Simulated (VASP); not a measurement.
# H4C in VASP: further runs

Runs on H4C. Level: r2SCAN. Tasks: single point, relaxation of the atoms.

All numbers are computed with VASP 6.6.1; they aren't measurements. Logs are shortened: lines on timing, memory, paths and dates and some standing lists are left out, and cuts for length are marked.

**1. The cell of the first run**

The cell holds an amorphous packing of atoms, 40 atoms: a = 7.388 Å, b = 7.388 Å, c = 7.388 Å, α = 90.00°, β = 90.00°, γ = 90.00°.

**2. Single point, r2SCAN**

Contents of POSCAR:

```
H4C
1.0
    7.3876590000      0.0000000000      0.0000000000
    0.0000000000      7.3876590000      0.0000000000
    0.0000000000      0.0000000000      7.3876590000
C H
8 32
Direct
    0.5045035241      0.4127017774      0.5796558829
    0.4532288239      0.7950962544      0.0604792398
    0.3926548315     -0.0456842959      0.5484145925
    0.8885358677      0.1927403525      0.4307859905
    0.9735289623      0.7135819344      0.3376712434
    0.9575293066      0.9001633670      0.8549392981
    0.7382717583      0.3978391531      0.9973930849
    0.2032443566      0.3813657344      0.0954294182
    0.5212747367      0.5512707070      0.5900786704
    0.3665707906      0.3900694388      0.6322571196
    0.5609219375      0.3233365265      0.6797417152
    0.5290038428      0.3569872405      0.4305694131
    0.3622257064      0.6938057103      0.0074177761
    0.4534318652      0.9280206355     -0.0168659653
    0.5918654340      0.7438215543      0.0836665580
    0.4129724991      0.8475485942      0.1829808333
    0.5040432971      0.0199792654      0.4827781033
    0.3216986599      0.0438027797      0.6371436473
    0.4301904027     -0.1679287038      0.6154182265
    0.3309979521     -0.0868746108      0.4219198531
    0.8954798807      0.1558003692      0.5838249979
    0.9071073800      0.0787935664      0.3260572801
    1.0216362179      0.2750803739      0.4168573563
    0.7685519865      0.2557102324      0.3696164103
    0.9436142085      0.8159959738      0.4440513565
    1.0837533243      0.6308358304      0.3805129609
    1.0164654324      0.7764164534      0.2079413790
    0.8609222488      0.6261658802      0.3384428004
    1.0660616577      0.9946858673      0.8699372832
    0.8534367924      0.9632279996      0.9476073544
    0.9948618365      0.7710020184      0.8765293579
    0.8907287139      0.9040346881      0.7263870734
    0.7339131381      0.4908050033      1.1027038471
    0.7110912943      0.2539640771      1.0398287198
    0.8898488682      0.3939272238      0.9487308497
    0.6503413328      0.4544064635      0.8953715920
    0.1635159392      0.4701624696      0.1973696945
    0.1333846080      0.2746066108      0.0453323577
    0.3195328859      0.2925554631      0.1435908181
    0.2751751265      0.4453372848     -0.0133465825
```

Contents of INCAR.step1:

```
PREC     = Accurate       # precision mode
ENCUT    = 520            # plane-wave cutoff, eV
ISMEAR   = -1             # smearing method
SIGMA    = 0.02           # smearing width, eV
LREAL    = Auto         
LASPH    = T              # aspherical terms in the spheres
NELM     = 60             # most SCF steps
NBANDS   = 58             # bands
GGA      = PE             # functional
ALGO     = Normal         # electronic algorithm
EDIFF    = 1E-4           # SCF threshold, eV
LWAVE    = T              # write WAVECAR
LCHARG   = F              # write CHGCAR
```

Contents of INCAR.step2:

```
PREC     = Accurate       # precision mode
ENCUT    = 520            # plane-wave cutoff, eV
EDIFF    = 1E-6           # SCF threshold, eV
ISMEAR   = -1             # smearing method
SIGMA    = 0.02           # smearing width, eV
LREAL    = Auto         
LASPH    = T              # aspherical terms in the spheres
NELM     = 60             # most SCF steps
ALGO     = Normal         # electronic algorithm
ISIF     = 2              # what is computed and relaxed
LWAVE    = F              # write WAVECAR
LCHARG   = T              # write CHGCAR
METAGGA  = R2SCAN         # meta-GGA
LMIXTAU  = T            
LELF     = T              # ELF
LVHAR    = T            
NBANDS   = 58             # bands
ISTART   = 1
```

Contents of KPOINTS:

```
Automatic mesh
0
Gamma
  1 1 1
```

Potentials or basis: VASP PAW PBE potentials, release 64 (C, H).

Command:

```bash
cat potpaw_PBE.64/C/POTCAR potpaw_PBE.64/H/POTCAR > POTCAR
cp INCAR.step1 INCAR
mpirun -np 1 vasp_gam > vasp.out
cp INCAR.step2 INCAR
mpirun -np 1 vasp_gam > vasp.out
```

OUTCAR:

```text
PREC = Accurate
   ENCUT = 520
   EDIFF = 1E-6
   ISMEAR = -1
   LREAL = Auto
   LASPH = T
   NELM = 60
   ISIF = 2
   METAGGA = R2SCAN
   ISTART = 1

 ion  position               nearest neighbor table
   1  0.505  0.413  0.580-   9 1.03  11 1.08  10 1.10  12 1.19
   2  0.453  0.795  0.060-  16 1.03  13 1.08  15 1.11  14 1.14
   3  0.393  0.954  0.548-  19 1.07  18 1.07  17 1.07  20 1.08
   4  0.889  0.193  0.431-  24 1.10  22 1.15  23 1.16  21 1.16
   5  0.974  0.714  0.338-  28 1.05  26 1.07  27 1.11  25 1.11
   6  0.958  0.900  0.855-  31 1.01  29 1.07  32 1.07  30 1.13
   7  0.738  0.398  0.997-  33 1.04  36 1.08  34 1.13  35 1.18
   8  0.203  0.381  0.095-  38 1.01  37 1.04  40 1.07  39 1.14
   9  0.521  0.551  0.590-   1 1.03
  10  0.367  0.390  0.632-   1 1.10
  11  0.561  0.323  0.680-   1 1.08
  12  0.529  0.357  0.431-   1 1.19
  13  0.362  0.694  0.007-   2 1.08
  14  0.453  0.928  0.983-   2 1.14
[... 24 lines left out ...]
  39  0.320  0.293  0.144-   8 1.14
  40  0.275  0.445  0.987-   8 1.07

  LATTYP: Found a simple cubic cell.
 ALAT       =     7.3876590000

  Lattice vectors:

 A1 = (   7.3876590000,   0.0000000000,   0.0000000000)
 A2 = (   0.0000000000,   7.3876590000,   0.0000000000)
 A3 = (   0.0000000000,   0.0000000000,   7.3876590000)

Analysis of symmetry for initial positions (statically):
=====================================================================
 Subroutine PRICEL returns:
 Original cell was already a primitive cell.

 Routine SETGRP: Setting up the symmetry group for a
 simple cubic supercell.

 Subroutine GETGRP returns: Found  1 space group operations
 (whereof  1 operations were pure point group operations)
 out of a pool of 48 trial point group operations.

The static configuration has the point symmetry C_1 .

Analysis of symmetry for dynamics (positions and initial velocities):
=====================================================================
 Subroutine PRICEL returns:
 Original cell was already a primitive cell.

 Routine SETGRP: Setting up the symmetry group for a
 simple cubic supercell.

 Subroutine GETGRP returns: Found  1 space group operations
 (whereof  1 operations were pure point group operations)
 out of a pool of 48 trial point group operations.

The dynamic configuration has the point symmetry C_1 .

 Subroutine INISYM returns: Found  1 space group operations
 (whereof  1 operations are pure point group operations),
 and found     1 'primitive' translations

----------------------------------------------------------------------------------------

                                     Primitive cell

  volume of cell :     403.2000

  direct lattice vectors                    reciprocal lattice vectors
     7.387659000  0.000000000  0.000000000     0.135360877  0.000000000  0.000000000
     0.000000000  7.387659000  0.000000000     0.000000000  0.135360877  0.000000000
     0.000000000  0.000000000  7.387659000     0.000000000  0.000000000  0.135360877

  length of vectors
     7.387659000  7.387659000  7.387659000     0.135360877  0.135360877  0.135360877

  position of ions in fractional coordinates (direct lattice)
     0.504503524  0.412701777  0.579655883
     0.453228824  0.795096254  0.060479240
     0.392654832  0.954315704  0.548414593
     0.888535868  0.192740353  0.430785990
     0.973528962  0.713581934  0.337671243
     0.957529307  0.900163367  0.854939298
[... 32 lines left out ...]
     0.319532886  0.292555463  0.143590818
     0.275175127  0.445337285  0.986653418

  ion indices of the primitive-cell ions
   primitive index   ion index
                 1           1
                 2           2
                 3           3
                 4           4
                 5           5
                 6           6
[... 32 lines left out ...]
                39          39
                40          40

----------------------------------------------------------------------------------------

 KPOINTS: Automatic mesh

Automatic generation of k-mesh.
 Grid dimensions read from file:
 generate k-points for:    1    1    1

 Generating k-lattice:

  Cartesian coordinates                     Fractional coordinates (reciprocal lattice)
     0.135360877  0.000000000  0.000000000     1.000000000  0.000000000  0.000000000
     0.000000000  0.135360877  0.000000000     0.000000000  1.000000000  0.000000000
     0.000000000  0.000000000  0.135360877     0.000000000  0.000000000  1.000000000

  Length of vectors
     0.135360877  0.135360877  0.135360877

  Shift w.r.t. Gamma in fractional coordinates (k-lattice)
     0.000000000  0.000000000  0.000000000

 Subroutine IBZKPT returns following result:
 ===========================================

 Found      1 irreducible k-points:

 Following reciprocal coordinates:
            Coordinates               Weight
  0.000000  0.000000  0.000000      1.000000
   k-points           NKPTS =      1   k-points in BZ     NKDIM =      1   number of bands    NBANDS=     58
   number of dos      NEDOS =    301   number of ions     NIONS =     40
   total plane-waves  NPLWV = 175616
   dimension x,y,z NGX =    56 NGY =   56 NGZ =   56
   dimension x,y,z NGXF=   112 NGYF=  112 NGZF=  112
   ions per type =               8  32
   NGX,Y,Z   is equivalent  to a cutoff of  12.60, 12.60, 12.60 a.u.
   NGXF,Y,Z  is equivalent  to a cutoff of  25.20, 25.20, 25.20 a.u.
 SYSTEM =  unknown system
   PREC   = accura    normal or accurate (medium, high low for compatibility)
   ISTART =      1    job   : 0-new  1-cont  2-samecut
   ICHARG =      0    charge: 1-file 2-atom 10-const
   ISPIN  =      1    spin polarized calculation?
   LNONCOLLINEAR =      F non collinear calculations
   LSORBIT =      F    spin-orbit coupling
   LASPH  =      T    aspherical Exc in radial PAW
   ENCUT  =  520.0 eV  38.22 Ry    6.18 a.u.  13.74 13.74 13.74*2*pi/ulx,y,z
   NELM   =     60;   NELMIN=  2; NELMDL=  0     # of ELM steps
   EDIFF  = 0.1E-05   stopping-criterion for ELM
   LREAL  =      T    real-space projection
   EDIFFG = 0.1E-04   stopping-criterion for IOM
   NSW    =      0    number of steps for IOM
   IBRION =     -1    ionic relax: 0-MD 1-quasi-New 2-CG
   NFREE  =      0    steps in history (QN), initial steepest desc. (CG)
   ISIF   =      2    stress and relaxation
   ISYM   =      2    0-nonsym 1-usesym 2-fastsym
   POTIM  = 0.5000    time-step for ionic-motion
   TEBEG  =    0.0;   TEEND  =   0.0 temperature during run
   PSTRESS=    0.0 pullay stress
   NELECT =      64.0000    total number of electrons
   NUPDOWN=      -1.0000    fix difference up-down
   EMIN   =  10.00;   EMAX   =-10.00  energy-range for DOS
   EFERMI =   0.00;   METHOD = LEGACY
   ISMEAR =    -1;   SIGMA  =   0.02  broadening in eV -4-tet -1-fermi 0-gaus
   EFERMI_NEDOS =   21; number of points for ismear=-14 and -15
   IALGO  =     38    algorithm
   IMIX   =      4    mixing-type and parameters
     AMIX     =   0.40;   BMIX     =  1.00
     AMIX_MAG =   1.60;   BMIX_MAG =  1.00
  volume/ion in A,a.u.               =      10.08        68.02
  Fermi-wavevector in a.u.,A,eV,Ry     =   0.886396  1.675046 10.690078  0.785699
  Thomas-Fermi vector in A             =   2.007557
   LORBIT       =      0    0 simple, 1 ext, 2 COOP (PROOUT), +10 PAW based schemes
   METAGGA = R2SCAN    functional components
   LHFCALC =     F    Hartree Fock is set to
   AEXX    =    0.0000 exact exchange contribution
   IVDW    =     0    specifies the selected vdW correction
   LEPSILON=     F    determine dielectric tensor
   LRPA    =     F    only Hartree local field effects (RPA)
 non-spin polarized calculation
  energy-cutoff  :      520.00
  volume of cell :      403.20
 maximum number of plane-waves:      5414
 NGX is ok and might be reduce to    54
   NGX = 27   NGY = 27   NGZ = 27

 number of electron      64.0000001 magnetization

 Free energy of the ion-electron system (eV)
  ---------------------------------------------------
  ext. energy  EPLUGINS =         0.00000000
  ---------------------------------------------------
  free energy    TOTEN  =      -196.78206109 eV

  energy without entropy =     -196.78206109  energy(sigma->0) =     -196.78206109

 E-fermi :  -5.2364     XC(G=0):  -6.4930

 val. band max:       -5.7872230792   @ k =   0.0000   0.0000   0.0000
 cond. band min:       1.4351794894   @ k =   0.0000   0.0000   0.0000
 fundamental gap:      7.2224025686
 Fermi energy:        -5.2363780882

 k-point     1 :       0.0000    0.0000    0.0000
  band No.  band energies     occupation
      1     -16.0996      2.00000
      2     -15.8098      2.00000
      3     -15.7443      2.00000
      4     -15.5947      2.00000
      5     -15.4888      2.00000
      6     -15.4486      2.00000
[... 36 lines left out ...]
     43       4.8152      0.00000
     44       5.0559      0.00000
 [bands above 44 left out]

------------------------ aborting loop because EDIFF is reached ----------------------------------------

  FORCE on cell =-STRESS in cart. coord.  units (eV):
  Direction    XX          YY          ZZ          XY          YZ          ZX
  --------------------------------------------------------------------------------------
  -------------------------------------------------------------------------------------
  Total        2.8025670      6.3761441     -0.6278628      1.8121182      0.6012891      2.9045627
  in kB       11.1364317     25.3365909     -2.4949095      7.2007311      2.3893151     11.5417277
  external PRESSURE =      11.3260377 kB  Pullay stress =       0.0000000 kB

 VOLUME and BASIS-vectors are now :
 -----------------------------------------------------------------------------
  energy-cutoff  :      520.00
  volume of cell :      403.20
      direct lattice vectors                 reciprocal lattice vectors
     7.387659000  0.000000000  0.000000000     0.135360877  0.000000000  0.000000000
     0.000000000  7.387659000  0.000000000     0.000000000  0.135360877  0.000000000
     0.000000000  0.000000000  7.387659000     0.000000000  0.000000000  0.135360877

 POSITION                                       TOTAL-FORCE (eV/Angst)
 -----------------------------------------------------------------------------------
      3.72710      3.04890      4.28230        -1.580197     -3.026839     -1.783401
      3.34830      5.87390      0.44680         1.443774      1.214423     -1.665921
      2.90080      7.05016      4.05150         0.276004     -0.341614     -1.330533
      6.56420      1.42390      3.18250         2.425191     -0.583087     -0.482683
      7.19210      5.27170      2.49460         0.697899      1.570545      0.539168
      7.07390      6.65010      6.31600        -2.448587      3.856317      0.399418
[... 32 lines left out ...]
      2.36060      2.16130      1.06080        -0.531387      1.019784      0.495514
      2.03290      3.29000      7.28906        -0.246487      0.656183     -0.617404
 -----------------------------------------------------------------------------------
    total drift:                                0.016900      0.019060      0.012591

  FREE ENERGIE OF THE ION-ELECTRON SYSTEM (eV)
  ---------------------------------------------------
  free  energy   TOTEN  =      -196.7820610921 eV

  energy  without entropy=     -196.7820610921  energy(sigma->0) =     -196.78206109
```

It took 1.7 min on 1 thread of Intel Xeon 6975P-C (Granite Rapids), shared host; peak memory 0.43 GiB.

What came out:

```
Free energy            : -196.7821 eV
Pressure               : 1.1 GPa
Largest force          : 4.972 eV/Å
Band gap on the k mesh : 7.22 eV
```

Forces in eV/Å, atoms in the order of the input:
```
C   -1.580 -3.027 -1.783
C    1.444  1.214 -1.666
C    0.276 -0.342 -1.331
C    2.425 -0.583 -0.483
C    0.698  1.571  0.539
C   -2.449  3.856  0.399
C    2.640 -1.819 -1.531
C    4.859 -1.053  0.084
H    1.077  1.790  0.274
H   -0.508  0.152 -1.144
H    1.486  0.205 -0.087
H   -0.756  0.979  2.575
H   -0.028  0.134 -0.110
H    0.266 -1.497 -0.165
H   -0.509  0.203 -0.508
H   -1.073  0.145  2.365
H    1.155  0.495  0.624
H   -0.596  0.313 -0.044
H    0.439 -0.395  0.484
H   -1.419  0.007  0.378
H   -0.922  0.080 -2.270
H    0.105  0.645  1.814
H   -1.894 -0.520 -0.203
H    0.422  0.506  1.079
H    0.498 -0.404 -0.724
H    0.746 -0.221  0.555
H   -0.758 -0.348  0.596
H   -1.146 -0.668 -0.756
H    0.843  0.219 -0.542
H    0.601 -1.228 -0.226
H    0.836 -3.202  1.183
H    0.148  0.320 -0.762
H    0.034  0.814  1.847
H   -0.305  1.203 -0.296
H   -2.359  0.290  0.343
H   -0.046 -0.463 -0.344
H   -0.977  0.589  0.874
H   -2.894 -1.640 -0.917
H   -0.531  1.020  0.496
H   -0.246  0.656 -0.617
```

Stress tensor (GPa, compression positive):
```
 1.11  0.72  1.15
 0.72  2.53  0.24
 1.15  0.24 -0.25
```

Caveat: the k points lie up to 0.85 Å⁻¹ apart; the PAW data sets were made with another functional, which shifts forces and pressure a little.

[end of part 1 of 2]
